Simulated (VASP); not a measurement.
# SiB7As8 (a cell with a defect) in VASP: notebook

SiB7As8 (a cell with a defect) is run at these levels: PBEsol; tasks: single point.

Program: VASP 6.6.1. These are calculated values, not measurements. Logs are shortened: lines on timing, memory, paths and dates and some standing lists are left out, and cuts for length are marked.

### Step 1. The cell of the first run

The cell holds a defect, 16 atoms: a = 9.536 Å, b = 4.768 Å, c = 4.768 Å, α = 90.00°, β = 90.00°, γ = 90.00°.

### Step 2. Single point, PBEsol

INCAR

```
SYSTEM = SiB7As8
PREC = Accurate ; ENCUT = 520
EDIFF = 1E-6 ; ISMEAR = -1
SIGMA = 0.05 ; LREAL = Auto
LASPH = .TRUE. ; NELM = 60
ALGO = Normal ; ISIF = 2
LWAVE = .FALSE. ; LCHARG = .FALSE.
GGA = PS ; NBANDS = 46
NELECT = 64.0
```

KPOINTS

```
Automatic mesh
0
Gamma
  2 2 2
  0.5 0.5 0.5
```

POSCAR

```
SiB7As8
1.0
    9.5357640000      0.0000000000      0.0000000000
    0.0000000000      4.7678820000      0.0000000000
    0.0000000000      0.0000000000      4.7678820000
B As Si
7 8 1
Direct
    0.0024100000      0.0037850000      0.9984490000
    0.5028440000      0.0032710000      0.0057030000
    0.2520870000      0.4940720000      0.0062440000
    0.7504930000      0.5078950000      0.9975110000
    0.2498200000      0.0084620000      0.4974960000
    0.7498350000      0.0004470000      0.4963300000
    0.0043390000      0.4982480000      0.4969770000
    0.1243820000      0.2552410000      0.2495040000
    0.6241920000      0.2521460000      0.2517570000
    0.3749880000      0.7517010000      0.2509400000
    0.8772330000      0.7486300000      0.2539370000
    0.3729220000      0.2513480000      0.7533870000
    0.8759080000      0.2521390000      0.7509030000
    0.1203410000      0.7490290000      0.7454530000
    0.6264140000      0.7534470000      0.7543920000
    0.4994220000      0.5060420000      0.4985110000
```

Potentials or basis: VASP PAW PBE potentials, release 64 (B, As, Si).

On the command line:

```
> cat potpaw_PBE.64/B/POTCAR potpaw_PBE.64/As/POTCAR potpaw_PBE.64/Si/POTCAR > POTCAR
> mpirun -np 1 vasp_std > vasp.out
```

OUTCAR:

```text
SYSTEM = SiB7As8
   PREC = Accurate
   ENCUT = 520
   EDIFF = 1E-6
   ISMEAR = -1
   LREAL = Auto
   LASPH = .TRUE.
   NELM = 60
   ISIF = 2
   GGA = PS
   NELECT = 64.0

 ion  position               nearest neighbor table
   1  0.002  0.004  0.998-  14 2.05   8 2.05  13 2.06  11 2.09
   2  0.503  0.003  0.006-   9 2.03  15 2.06  10 2.07  12 2.09
   3  0.252  0.494  0.006-  12 2.03   8 2.03  10 2.06  14 2.15
   4  0.750  0.508  0.998-  15 2.03  11 2.07  13 2.07   9 2.10
   5  0.250  0.008  0.497-  12 2.05   8 2.05  10 2.07  14 2.11
   6  0.750  0.000  0.496-   9 2.06  11 2.06  15 2.07  13 2.09
[... 8 lines left out ...]
  15  0.626  0.753  0.754-   4 2.03   2 2.06   6 2.07  16 2.08
  16  0.499  0.506  0.499-  10 2.04   9 2.07  15 2.08  12 2.10

  LATTYP: Found a simple tetragonal cell.
 ALAT       =     4.7678820000
 C/A-ratio  =     2.0000000000

  Lattice vectors:

 A1 = (   0.0000000000,   4.7678820000,   0.0000000000)
 A2 = (   0.0000000000,   0.0000000000,   4.7678820000)
 A3 = (   9.5357640000,   0.0000000000,   0.0000000000)

Analysis of symmetry for initial positions (statically):
=====================================================================
 Subroutine PRICEL returns:
 Original cell was already a primitive cell.

 Routine SETGRP: Setting up the symmetry group for a
 simple tetragonal supercell.

 Subroutine GETGRP returns: Found  1 space group operations
 (whereof  1 operations were pure point group operations)
 out of a pool of 16 trial point group operations.

The static configuration has the point symmetry C_1 .

Analysis of symmetry for dynamics (positions and initial velocities):
=====================================================================
 Subroutine PRICEL returns:
 Original cell was already a primitive cell.

 Routine SETGRP: Setting up the symmetry group for a
 simple tetragonal supercell.

 Subroutine GETGRP returns: Found  1 space group operations
 (whereof  1 operations were pure point group operations)
 out of a pool of 16 trial point group operations.

The dynamic configuration has the point symmetry C_1 .

 Subroutine INISYM returns: Found  1 space group operations
 (whereof  1 operations are pure point group operations),
 and found     1 'primitive' translations

----------------------------------------------------------------------------------------

                                     Primitive cell

  volume of cell :     216.7737

  direct lattice vectors                    reciprocal lattice vectors
     9.535764000  0.000000000  0.000000000     0.104868367  0.000000000  0.000000000
     0.000000000  4.767882000  0.000000000     0.000000000  0.209736734  0.000000000
     0.000000000  0.000000000  4.767882000     0.000000000  0.000000000  0.209736734

  length of vectors
     9.535764000  4.767882000  4.767882000     0.104868367  0.209736734  0.209736734

  position of ions in fractional coordinates (direct lattice)
     0.002410000  0.003785000  0.998449000
     0.502844000  0.003271000  0.005703000
     0.252087000  0.494072000  0.006244000
     0.750493000  0.507895000  0.997511000
     0.249820000  0.008462000  0.497496000
     0.749835000  0.000447000  0.496330000
[... 8 lines left out ...]
     0.626414000  0.753447000  0.754392000
     0.499422000  0.506042000  0.498511000

  ion indices of the primitive-cell ions
   primitive index   ion index
                 1           1
                 2           2
                 3           3
                 4           4
                 5           5
                 6           6
[... 8 lines left out ...]
                15          15
                16          16

----------------------------------------------------------------------------------------

 KPOINTS: Automatic mesh

Automatic generation of k-mesh.
 Grid dimensions read from file:
 generate k-points for:    2    2    2

 Generating k-lattice:

  Cartesian coordinates                     Fractional coordinates (reciprocal lattice)
     0.052434184  0.000000000  0.000000000     0.500000000  0.000000000  0.000000000
     0.000000000  0.104868367  0.000000000     0.000000000  0.500000000  0.000000000
     0.000000000  0.000000000  0.104868367     0.000000000  0.000000000  0.500000000

  Length of vectors
     0.052434184  0.104868367  0.104868367

  Shift w.r.t. Gamma in fractional coordinates (k-lattice)
     0.500000000  0.500000000  0.500000000

 Subroutine IBZKPT returns following result:
 ===========================================

 Found      4 irreducible k-points:

 Following reciprocal coordinates:
            Coordinates               Weight
  0.250000  0.250000  0.250000      2.000000
  0.250000 -0.250000  0.250000      2.000000
  0.250000 -0.250000 -0.250000      2.000000
  0.250000  0.250000 -0.250000      2.000000
   k-points           NKPTS =      4   k-points in BZ     NKDIM =      4   number of bands    NBANDS=     46
   number of dos      NEDOS =    301   number of ions     NIONS =     16
   total plane-waves  NPLWV =  93312
   dimension x,y,z NGX =    72 NGY =   36 NGZ =   36
   dimension x,y,z NGXF=   144 NGYF=   72 NGZF=   72
   ions per type =               7   8   1
   NGX,Y,Z   is equivalent  to a cutoff of  12.55, 12.55, 12.55 a.u.
   NGXF,Y,Z  is equivalent  to a cutoff of  25.10, 25.10, 25.10 a.u.
 SYSTEM =  SiB7As8
   PREC   = accura    normal or accurate (medium, high low for compatibility)
   ISTART =      0    job   : 0-new  1-cont  2-samecut
   ICHARG =      2    charge: 1-file 2-atom 10-const
   ISPIN  =      1    spin polarized calculation?
   LNONCOLLINEAR =      F non collinear calculations
   LSORBIT =      F    spin-orbit coupling
   LASPH  =      T    aspherical Exc in radial PAW
   ENCUT  =  520.0 eV  38.22 Ry    6.18 a.u.  17.73  8.87  8.87*2*pi/ulx,y,z
   NELM   =     60;   NELMIN=  2; NELMDL= -5     # of ELM steps
   EDIFF  = 0.1E-05   stopping-criterion for ELM
   LREAL  =      T    real-space projection
   EDIFFG = 0.1E-04   stopping-criterion for IOM
   NSW    =      0    number of steps for IOM
   IBRION =     -1    ionic relax: 0-MD 1-quasi-New 2-CG
   NFREE  =      0    steps in history (QN), initial steepest desc. (CG)
   ISIF   =      2    stress and relaxation
   ISYM   =      2    0-nonsym 1-usesym 2-fastsym
   POTIM  = 0.5000    time-step for ionic-motion
   TEBEG  =    0.0;   TEEND  =   0.0 temperature during run
   PSTRESS=    0.0 pullay stress
   NELECT =      64.0000    total number of electrons
   NUPDOWN=      -1.0000    fix difference up-down
   EMIN   =  10.00;   EMAX   =-10.00  energy-range for DOS
   EFERMI =   0.00;   METHOD = LEGACY
   ISMEAR =    -1;   SIGMA  =   0.05  broadening in eV -4-tet -1-fermi 0-gaus
   EFERMI_NEDOS =   21; number of points for ismear=-14 and -15
   IALGO  =     38    algorithm
   IMIX   =      4    mixing-type and parameters
     AMIX     =   0.40;   BMIX     =  1.00
     AMIX_MAG =   1.60;   BMIX_MAG =  1.00
  volume/ion in A,a.u.               =      13.55        91.43
  Fermi-wavevector in a.u.,A,eV,Ry     =   1.090099  2.059989 16.168022  1.188316
  Thomas-Fermi vector in A             =   2.226316
   LORBIT       =      0    0 simple, 1 ext, 2 COOP (PROOUT), +10 PAW based schemes
   GGA     = PS    functional components
   LHFCALC =     F    Hartree Fock is set to
   AEXX    =    0.0000 exact exchange contribution
   IVDW    =     0    specifies the selected vdW correction
   LEPSILON=     F    determine dielectric tensor
   LRPA    =     F    only Hartree local field effects (RPA)
 non-spin polarized calculation
  energy-cutoff  :      520.00
  volume of cell :      216.77
 maximum number of plane-waves:      5825
 NGX is ok and might be reduce to    70
   NGX = 35   NGY = 17   NGZ = 17

 number of electron      63.9999999 magnetization

 Free energy of the ion-electron system (eV)
  ---------------------------------------------------
  ext. energy  EPLUGINS =         0.00000000
  ---------------------------------------------------
  free energy    TOTEN  =       -99.65151669 eV

  energy without entropy =      -99.65151669  energy(sigma->0) =      -99.65151669

 E-fermi :   7.0539     XC(G=0): -10.7939

 val. band max:        6.0341710922   @ k =   0.2500   0.2500   0.2500
 cond. band min:       8.0905631917   @ k =   0.2500  -0.2500   0.2500
 fundamental gap:      2.0563920995
 Fermi energy:         7.0539012207

 k-point     1 :       0.2500    0.2500    0.2500
  band No.  band energies     occupation
      1      -8.6886      2.00000
      2      -7.5394      2.00000
      3      -6.5281      2.00000
      4      -6.2895      2.00000
      5      -6.1063      2.00000
      6      -5.3682      2.00000
[... 36 lines left out ...]
     43      10.9983      0.00000
     44      11.1684      0.00000

 k-point     2 :       0.2500   -0.2500    0.2500
  band No.  band energies     occupation
      1      -8.6911      2.00000
      2      -7.5464      2.00000
      3      -6.5043      2.00000
      4      -6.2883      2.00000
      5      -6.1198      2.00000
      6      -5.3268      2.00000
[... 36 lines left out ...]
     43      11.0199      0.00000
     44      11.0905      0.00000

 k-point     3 :       0.2500   -0.2500   -0.2500
  band No.  band energies     occupation
      1      -8.6889      2.00000
      2      -7.5369      2.00000
      3      -6.5384      2.00000
      4      -6.2853      2.00000
      5      -6.1044      2.00000
      6      -5.3589      2.00000
[... 36 lines left out ...]
     43      10.9856      0.00000
     44      11.1910      0.00000

 k-point     4 :       0.2500    0.2500   -0.2500
  band No.  band energies     occupation
      1      -8.6916      2.00000
      2      -7.5407      2.00000
      3      -6.5398      2.00000
      4      -6.2579      2.00000
      5      -6.1192      2.00000
      6      -5.3311      2.00000
[... 36 lines left out ...]
     43      11.0378      0.00000
     44      11.0779      0.00000
 [bands above 44 left out]

------------------------ aborting loop because EDIFF is reached ----------------------------------------

  FORCE on cell =-STRESS in cart. coord.  units (eV):
  Direction    XX          YY          ZZ          XY          YZ          ZX
  --------------------------------------------------------------------------------------
  -------------------------------------------------------------------------------------
  Total        4.4814668      8.0361483      8.1585607     -1.3905511      0.9543846      0.8411977
  in kB       33.1225892     59.3952934     60.3000457    -10.2775842      7.0538709      6.2173050
  external PRESSURE =      50.9393094 kB  Pullay stress =       0.0000000 kB

 VOLUME and BASIS-vectors are now :
 -----------------------------------------------------------------------------
  energy-cutoff  :      520.00
  volume of cell :      216.77
      direct lattice vectors                 reciprocal lattice vectors
     9.535764000  0.000000000  0.000000000     0.104868367  0.000000000  0.000000000
     0.000000000  4.767882000  0.000000000     0.000000000  0.209736734  0.000000000
     0.000000000  0.000000000  4.767882000     0.000000000  0.000000000  0.209736734

 POSITION                                       TOTAL-FORCE (eV/Angst)
 -----------------------------------------------------------------------------------
      0.02298      0.01805      4.76049        -0.488728     -0.219046      0.192773
      4.79500      0.01560      0.02719        -0.493139     -0.121139     -0.419546
      2.40384      2.35568      0.02977        -0.653522      0.830534     -0.536592
      7.15652      2.42158      4.75601         0.347309     -0.501954      0.341220
      2.38222      0.04035      2.37200        -0.406700     -0.576416      0.245996
      7.15025      0.00213      2.36644         0.373033      0.094991      0.415885
[... 8 lines left out ...]
      5.97334      3.59235      3.59685         2.856145      3.058044      2.570916
      4.76237      2.41275      2.37684         0.117498     -0.500186      1.234855
 -----------------------------------------------------------------------------------
    total drift:                                0.007282     -0.008258      0.007169

  FREE ENERGIE OF THE ION-ELECTRON SYSTEM (eV)
  ---------------------------------------------------
  free  energy   TOTEN  =       -99.6515166938 eV

  energy  without entropy=      -99.6515166909  energy(sigma->0) =      -99.65151669
```

It took 30 s on 1 thread of Intel Xeon 6975P-C (Granite Rapids), shared host; peak memory 0.29 GiB.

Results:

* Free energy: -99.6515 eV
* Largest force: 6.135 eV/Å

Forces in eV/Å, atoms in the order of the input:
```
B   -0.489 -0.219  0.193
B   -0.493 -0.121 -0.420
B   -0.654  0.831 -0.537
B    0.347 -0.502  0.341
B   -0.407 -0.576  0.246
B    0.373  0.095  0.416
B   -0.905  0.034  0.245
As   0.345 -0.586 -0.195
As   3.593 -2.871 -3.189
As  -3.541  3.641 -3.440
As  -0.025  0.395 -0.489
As  -2.314 -2.892  2.664
As  -0.052 -0.092 -0.176
As   1.247  0.305  0.536
As   2.856  3.058  2.571
Si   0.117 -0.500  1.235
```

Caveat: the k points lie up to 0.66 Å⁻¹ apart; the cell carries a net charge on a neutralising background, which shifts energy and pressure; the cell is charged against a uniform background, so pressure and absolute levels hang on convention; the PAW data sets were made with another functional, which shifts forces and pressure a little.

### Step 3. Single point, PBEsol

INCAR

```
PREC = Accurate ; ENCUT = 520
EDIFF = 1E-6 ; ISMEAR = -1
SIGMA = 0.05 ; LREAL = Auto
LASPH = T ; NELM = 100
ALGO = Normal ; ISIF = 2
LWAVE = F ; LCHARG = T
GGA = PS ; LELF = T
LVHAR = T ; NELECT = 58.0
NBANDS = 46
```

KPOINTS is that of step 2.

POSCAR is that of step 2.

Potentials or basis: VASP PAW PBE potentials, release 64 (B, As, Si).

On the command line:

```
> cat potpaw_PBE.64/B/POTCAR potpaw_PBE.64/As/POTCAR potpaw_PBE.64/Si/POTCAR > POTCAR
> mpirun -np 1 vasp_std > vasp.out
```

Wall time 30 s (1 thread of Intel Xeon 6975P-C (Granite Rapids), shared host); peak memory 0.29 GiB.

It converged, with:

| Property | Result |
| --- | --- |
| Free energy | -131.0829 eV |
| Largest force | 6.484 eV/Å |

Forces on the atoms (eV/Å):
```
B   -0.022 -0.054  0.082
B   -0.220  0.055 -0.343
B    0.080  0.623 -0.223
B    0.146 -0.284  0.098
B    0.275 -0.430  0.206
B    0.159  0.306 -0.050
B   -0.412  0.036  0.036
As  -0.321 -0.342 -0.137
As   3.595 -3.174 -3.042
As  -4.062  3.590 -3.557
As   0.054  0.056 -0.030
As  -2.792 -2.976  2.673
As  -0.040 -0.060  0.003
As   0.449  0.163  0.295
As   2.849  2.886  2.941
Si   0.262 -0.395  1.049
```

Levels at points of the mesh, in eV from the Fermi level:
| k point | band 25 | band 26 | band 27 | band 28 | band 29 | band 30 | band 31 | band 32 | band 33 | band 34 |
| --- | --- | --- | --- | --- | --- | --- | --- | --- | --- | --- |
| (0.25, 0.25, 0.25) | -1.67 | -1.30 | -1.27 | -1.00 | -0.03 | 0.05 | 0.20 | 1.10 | 3.79 | 4.09 |

Caveat: the k points lie up to 0.66 Å⁻¹ apart; the cell carries a net charge on a neutralising background, which shifts energy and pressure; the cell is charged against a uniform background, so pressure and absolute levels hang on convention; the PAW data sets were made with another functional, which shifts forces and pressure a little.
